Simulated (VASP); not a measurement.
# CaNi4P3 (P4/mmm) in VASP: notebook

Runs on CaNi4P3. Level: PBE. Tasks: single point.

Everything below comes from runs of VASP 6.6.1. Logs are shortened: lines on timing, memory, paths and dates and some standing lists are left out, and cuts for length are marked.

**1. The cell of the first run**

It takes space group P4/mmm (No. 123, tetragonal). The conventional cell has a = 3.932 Å, b = 3.932 Å, c = 7.209 Å, α = 90.00°, β = 90.00°, γ = 90.00°. Within 3.9 Å of Ca (site symmetry 4/mmm) lie 10 P at 2.98 to 3.60 Å and 8 Ni at 3.06 Å. Ni (site symmetry 2mm) has 4 P at 2.33 to 2.34 Å and 5 Ni at 2.51 to 2.78 Å and 2 Ca at 3.06 Å within 3.1 Å. Within 3.1 Å of P (site symmetry 4/mmm) lie 8 Ni at 2.33 Å. Within 2.8 Å of P (site symmetry 4mm) lie 1 P at 2.15 Å and 4 Ni at 2.34 Å.

**2. Single point, PBE**

INCAR

```
SYSTEM = CaNi4P3
ALGO = Normal
EDIFF = 1E-6
ENCUT = 520
GGA = PE
ISIF = 2
ISMEAR = -1
LASPH = .True.
LCHARG = .False.
LREAL = .False.
LWAVE = .False.
NBANDS = 42
NELM = 100
PREC = Accurate
SIGMA = 0.1
```

KPOINTS

```
k-points
0
Gamma
  5 5 3
  0 0 0
```

POSCAR

```
CaNi4P3
1.0
    3.9322370000      0.0000000000      0.0000000000
    0.0000000000      3.9322370000      0.0000000000
    0.0000000000      0.0000000000      7.2092150000
Ca Ni P
1 4 3
Direct
    0.0000000000      0.0000000000      0.5000000000
    0.5000000000      0.0000000000      0.1741100000
    0.0000000000      0.5000000000      0.1741100000
    0.5000000000      0.0000000000      0.8258900000
    0.0000000000      0.5000000000      0.8258900000
    0.0000000000      0.0000000000      0.0000000000
    0.5000000000      0.5000000000      0.3508000000
    0.5000000000      0.5000000000      0.6492000000
```

Potentials or basis: VASP PAW PBE potentials, release 64 (Ca_sv, Ni, P).

Command:

```sh
$ cat potpaw_PBE.64/Ca_sv/POTCAR potpaw_PBE.64/Ni/POTCAR potpaw_PBE.64/P/POTCAR > POTCAR
$ mpirun -np 1 vasp_std > vasp.out
```

OUTCAR:

```text
SYSTEM = CaNi4P3
   EDIFF = 1E-6
   ENCUT = 520
   GGA = PE
   ISIF = 2
   ISMEAR = -1
   LASPH = .True.
   LREAL = .False.
   NELM = 100
   PREC = Accurate

 ion  position               nearest neighbor table
   1  0.000  0.000  0.500-   7 2.98   8 2.98   7 2.98   8 2.98   7 2.98   8 2.98   7 2.98   8 2.98
                             4 3.06   5 3.06   2 3.06   4 3.06   2 3.06   3 3.06   3 3.06   5 3.06
   2  0.500  0.000  0.174-   6 2.33   6 2.33   7 2.34   7 2.34   4 2.51   3 2.78   3 2.78   3 2.78
                             3 2.78   1 3.06   1 3.06
   3  0.000  0.500  0.174-   6 2.33   6 2.33   7 2.34   7 2.34   5 2.51   2 2.78   2 2.78   2 2.78
                             2 2.78   1 3.06   1 3.06
   4  0.500  0.000  0.826-   6 2.33   6 2.33   8 2.34   8 2.34   2 2.51   5 2.78   5 2.78   5 2.78
                             5 2.78   1 3.06   1 3.06
   5  0.000  0.500  0.826-   6 2.33   6 2.33   8 2.34   8 2.34   3 2.51   4 2.78   4 2.78   4 2.78
                             4 2.78   1 3.06   1 3.06
   6  0.000  0.000  0.000-   2 2.33   3 2.33   4 2.33   5 2.33   3 2.33   5 2.33   2 2.33   4 2.33

   7  0.500  0.500  0.351-   8 2.15   3 2.34   2 2.34   2 2.34   3 2.34   1 2.98   1 2.98   1 2.98
                             1 2.98
   8  0.500  0.500  0.649-   7 2.15   5 2.34   4 2.34   4 2.34   5 2.34   1 2.98   1 2.98   1 2.98
                             1 2.98

  LATTYP: Found a simple tetragonal cell.
 ALAT       =     3.9322370000
 C/A-ratio  =     1.8333622821

  Lattice vectors:

 A1 = (   3.9322370000,   0.0000000000,   0.0000000000)
 A2 = (   0.0000000000,   3.9322370000,   0.0000000000)
 A3 = (   0.0000000000,   0.0000000000,   7.2092150000)

Analysis of symmetry for initial positions (statically):
=====================================================================
 Subroutine PRICEL returns:
 Original cell was already a primitive cell.

 Routine SETGRP: Setting up the symmetry group for a
 simple tetragonal supercell.

 Subroutine GETGRP returns: Found 16 space group operations
 (whereof 16 operations were pure point group operations)
 out of a pool of 16 trial point group operations.

The static configuration has the point symmetry D_4h.

Analysis of symmetry for dynamics (positions and initial velocities):
=====================================================================
 Subroutine PRICEL returns:
 Original cell was already a primitive cell.

 Routine SETGRP: Setting up the symmetry group for a
 simple tetragonal supercell.

 Subroutine GETGRP returns: Found 16 space group operations
 (whereof 16 operations were pure point group operations)
 out of a pool of 16 trial point group operations.

The dynamic configuration has the point symmetry D_4h.

 Subroutine INISYM returns: Found 16 space group operations
 (whereof 16 operations are pure point group operations),
 and found     1 'primitive' translations

----------------------------------------------------------------------------------------

                                     Primitive cell

  volume of cell :     111.4724

  direct lattice vectors                    reciprocal lattice vectors
     3.932237000  0.000000000  0.000000000     0.254308171  0.000000000  0.000000000
     0.000000000  3.932237000  0.000000000     0.000000000  0.254308171  0.000000000
     0.000000000  0.000000000  7.209215000     0.000000000  0.000000000  0.138711358

  length of vectors
     3.932237000  3.932237000  7.209215000     0.254308171  0.254308171  0.138711358

  position of ions in fractional coordinates (direct lattice)
     0.000000000  0.000000000  0.500000000
     0.500000000  0.000000000  0.174110000
     0.000000000  0.500000000  0.174110000
     0.500000000  0.000000000  0.825890000
     0.000000000  0.500000000  0.825890000
     0.000000000  0.000000000  0.000000000
     0.500000000  0.500000000  0.350800000
     0.500000000  0.500000000  0.649200000

  ion indices of the primitive-cell ions
   primitive index   ion index
                 1           1
                 2           2
                 3           3
                 4           4
                 5           5
                 6           6
                 7           7
                 8           8

----------------------------------------------------------------------------------------

 KPOINTS: k-points

Automatic generation of k-mesh.
 Grid dimensions read from file:
 generate k-points for:    5    5    3

 Generating k-lattice:

  Cartesian coordinates                     Fractional coordinates (reciprocal lattice)
     0.050861634  0.000000000  0.000000000     0.200000000  0.000000000  0.000000000
     0.000000000  0.050861634  0.000000000     0.000000000  0.200000000  0.000000000
     0.000000000  0.000000000  0.046237119     0.000000000  0.000000000  0.333333333

  Length of vectors
     0.050861634  0.050861634  0.046237119

  Shift w.r.t. Gamma in fractional coordinates (k-lattice)
     0.000000000  0.000000000  0.000000000

 Subroutine IBZKPT returns following result:
 ===========================================

 Found     12 irreducible k-points:

 Following reciprocal coordinates:
            Coordinates               Weight
  0.000000  0.000000  0.000000      1.000000
  0.200000  0.000000  0.000000      4.000000
  0.400000  0.000000  0.000000      4.000000
  0.200000  0.200000  0.000000      4.000000
  0.400000  0.200000  0.000000      8.000000
  0.400000  0.400000  0.000000      4.000000
  0.000000  0.000000  0.333333      2.000000
  0.200000  0.000000  0.333333      8.000000
  0.400000  0.000000  0.333333      8.000000
  0.200000  0.200000  0.333333      8.000000
  0.400000  0.200000  0.333333     16.000000
  0.400000  0.400000  0.333333      8.000000
   k-points           NKPTS =     12   k-points in BZ     NKDIM =     12   number of bands    NBANDS=     42
   number of dos      NEDOS =    301   number of ions     NIONS =      8
   total plane-waves  NPLWV =  48600
   dimension x,y,z NGX =    30 NGY =   30 NGZ =   54
   dimension x,y,z NGXF=    60 NGYF=   60 NGZF=  108
   ions per type =               1   4   3
   NGX,Y,Z   is equivalent  to a cutoff of  12.68, 12.68, 12.45 a.u.
   NGXF,Y,Z  is equivalent  to a cutoff of  25.37, 25.37, 24.91 a.u.
 SYSTEM =  CaNi4P3
   PREC   = accura    normal or accurate (medium, high low for compatibility)
   ISTART =      0    job   : 0-new  1-cont  2-samecut
   ICHARG =      2    charge: 1-file 2-atom 10-const
   ISPIN  =      1    spin polarized calculation?
   LNONCOLLINEAR =      F non collinear calculations
   LSORBIT =      F    spin-orbit coupling
   LASPH  =      T    aspherical Exc in radial PAW
   ENCUT  =  520.0 eV  38.22 Ry    6.18 a.u.   7.31  7.31 13.40*2*pi/ulx,y,z
   NELM   =    100;   NELMIN=  2; NELMDL= -5     # of ELM steps
   EDIFF  = 0.1E-05   stopping-criterion for ELM
   LREAL  =      F    real-space projection
   EDIFFG = 0.1E-04   stopping-criterion for IOM
   NSW    =      0    number of steps for IOM
   IBRION =     -1    ionic relax: 0-MD 1-quasi-New 2-CG
   NFREE  =      0    steps in history (QN), initial steepest desc. (CG)
   ISIF   =      2    stress and relaxation
   ISYM   =      2    0-nonsym 1-usesym 2-fastsym
   POTIM  = 0.5000    time-step for ionic-motion
   TEBEG  =    0.0;   TEEND  =   0.0 temperature during run
   PSTRESS=    0.0 pullay stress
   NELECT =      65.0000    total number of electrons
   NUPDOWN=      -1.0000    fix difference up-down
   EMIN   =  10.00;   EMAX   =-10.00  energy-range for DOS
   EFERMI =   0.00;   METHOD = LEGACY
   ISMEAR =    -1;   SIGMA  =   0.10  broadening in eV -4-tet -1-fermi 0-gaus
   EFERMI_NEDOS =   21; number of points for ismear=-14 and -15
   IALGO  =     38    algorithm
   IMIX   =      4    mixing-type and parameters
     AMIX     =   0.40;   BMIX     =  1.00
     AMIX_MAG =   1.60;   BMIX_MAG =  1.00
  volume/ion in A,a.u.               =      13.93        94.03
  Fermi-wavevector in a.u.,A,eV,Ry     =   1.367698  2.584574 25.451023  1.870597
  Thomas-Fermi vector in A             =   2.493727
   LORBIT       =      0    0 simple, 1 ext, 2 COOP (PROOUT), +10 PAW based schemes
   GGA     = PE    functional components
   LHFCALC =     F    Hartree Fock is set to
   AEXX    =    0.0000 exact exchange contribution
   IVDW    =     0    specifies the selected vdW correction
   LEPSILON=     F    determine dielectric tensor
   LRPA    =     F    only Hartree local field effects (RPA)
 non-spin polarized calculation
  energy-cutoff  :      520.00
  volume of cell :      111.47
 maximum number of plane-waves:      3043
 NGX is ok and might be reduce to    30
   NGX = 15   NGY = 15   NGZ = 27

 number of electron      64.9999975 magnetization

 Free energy of the ion-electron system (eV)
  ---------------------------------------------------
  ext. energy  EPLUGINS =         0.00000000
  ---------------------------------------------------
  free energy    TOTEN  =       -45.56472740 eV

  energy without entropy =      -45.39637947  energy(sigma->0) =      -45.48055344

 E-fermi :   8.3389     XC(G=0): -11.6390

 val. band max:        8.3068555457   @ k =   0.4000   0.2000   0.0000
 cond. band min:       8.4432988887   @ k =   0.4000   0.0000   0.0000
 fundamental gap:      0.1364433430
 Fermi energy:         8.3389040381

 k-point     1 :       0.0000    0.0000    0.0000
  band No.  band energies     occupation
      1     -32.0110      2.00000
      2     -13.1083      2.00000
      3     -13.0931      2.00000
      4     -13.0931      2.00000
      5      -5.3528      2.00000
      6      -3.7111      2.00000
[... 34 lines left out ...]
     41      12.4872      0.00000
     42      12.8216      0.00000

 k-point     2 :       0.2000    0.0000    0.0000
  band No.  band energies     occupation
      1     -32.0089      2.00000
      2     -13.1426      2.00000
      3     -13.1016      2.00000
      4     -13.0876      2.00000
      5      -5.1095      2.00000
      6      -3.6048      2.00000
[... 34 lines left out ...]
     41      12.5497      0.00000
     42      12.5556      0.00000

 k-point     3 :       0.4000    0.0000    0.0000
  band No.  band energies     occupation
      1     -32.0055      2.00000
      2     -13.2209      2.00000
      3     -13.0906      2.00000
      4     -13.0789      2.00000
      5      -4.6204      2.00000
      6      -3.4724      2.00000
[... 34 lines left out ...]
     41      11.9211      0.00000
     42      12.9090      0.00000

 k-point     4 :       0.2000    0.2000    0.0000
  band No.  band energies     occupation
      1     -32.0069      2.00000
      2     -13.1412      2.00000
      3     -13.1255      2.00000
      4     -13.0954      2.00000
      5      -4.9187      2.00000
      6      -3.4973      2.00000
[... 304 lines left out ...]
     41      12.6858      0.00000
     42      13.5106      0.00000

 k-point    11 :       0.4000    0.2000    0.3333
  band No.  band energies     occupation
      1     -32.0035      2.00000
      2     -13.2059      2.00000
      3     -13.1179      2.00000
      4     -13.0858      2.00000
      5      -4.5294      2.00000
      6      -3.3600      2.00000
[... 34 lines left out ...]
     41      13.1021      0.00000
     42      13.3158      0.00000

 k-point    12 :       0.4000    0.4000    0.3333
  band No.  band energies     occupation
      1     -32.0004      2.00000
      2     -13.1837      2.00000
      3     -13.1779      2.00000
      4     -13.0773      2.00000
      5      -4.4612      2.00000
      6      -3.0249      2.00000
[... 34 lines left out ...]
     41      13.5164      0.00000
     42      13.5735      0.00000

------------------------ aborting loop because EDIFF is reached ----------------------------------------

  FORCE on cell =-STRESS in cart. coord.  units (eV):
  Direction    XX          YY          ZZ          XY          YZ          ZX
  --------------------------------------------------------------------------------------
  -------------------------------------------------------------------------------------
  Total       -4.7450711     -4.7450711      0.1501792      0.0000000     -0.0000000     -0.0000000
  in kB      -68.2002481    -68.2002481      2.1585047      0.0000000     -0.0000000     -0.0000000
  external PRESSURE =     -44.7473305 kB  Pullay stress =       0.0000000 kB

 VOLUME and BASIS-vectors are now :
 -----------------------------------------------------------------------------
  energy-cutoff  :      520.00
  volume of cell :      111.47
      direct lattice vectors                 reciprocal lattice vectors
     3.932237000  0.000000000  0.000000000     0.254308171  0.000000000  0.000000000
     0.000000000  3.932237000  0.000000000     0.000000000  0.254308171  0.000000000
     0.000000000  0.000000000  7.209215000     0.000000000  0.000000000  0.138711358

 POSITION                                       TOTAL-FORCE (eV/Angst)
 -----------------------------------------------------------------------------------
      0.00000      0.00000      3.60461        -0.000000      0.000000      0.000000
      1.96612      0.00000      1.25520        -0.000000      0.000000      0.390761
      0.00000      1.96612      1.25520         0.000000     -0.000000      0.390761
      1.96612      0.00000      5.95402         0.000000      0.000000     -0.390761
      0.00000      1.96612      5.95402        -0.000000     -0.000000     -0.390761
      0.00000      0.00000      0.00000        -0.000000      0.000000      0.000000
      1.96612      1.96612      2.52899         0.000000      0.000000     -1.710528
      1.96612      1.96612      4.68022         0.000000      0.000000      1.710528
 -----------------------------------------------------------------------------------
    total drift:                                0.000000      0.000000      0.000000

  FREE ENERGIE OF THE ION-ELECTRON SYSTEM (eV)
  ---------------------------------------------------
  free  energy   TOTEN  =       -45.5647273978 eV

  energy  without entropy=      -45.3963794742  energy(sigma->0) =      -45.48055344
```

Run time: 36 s. Hardware: 1 thread of Intel Xeon 6975P-C (Granite Rapids), shared host; peak memory 0.22 GiB.

What came out:

- Free energy: -45.5647 eV
- Pressure: -4.5 GPa
- Largest force: 1.711 eV/Å

Forces on the atoms (eV/Å):
```
Ca   0.000  0.000  0.000
Ni   0.000  0.000  0.391
Ni   0.000  0.000  0.391
Ni   0.000  0.000 -0.391
Ni   0.000  0.000 -0.391
P    0.000  0.000  0.000
P    0.000  0.000 -1.711
P    0.000  0.000  1.711
```

Levels at points of the mesh, in eV from the Fermi level:
| k point | band 30 | band 31 | band 32 | band 33 | band 34 | band 35 |
| --- | --- | --- | --- | --- | --- | --- |
| (0.00, 0.00, 0.00) | -0.74 | 0.38 | 0.38 | 0.54 | 0.78 | 0.93 |

Caveat: forces of over 1 eV/Å act on the atoms, so gaps and moduli don't describe the material at rest.

(Part 1 of 2 ends here.)
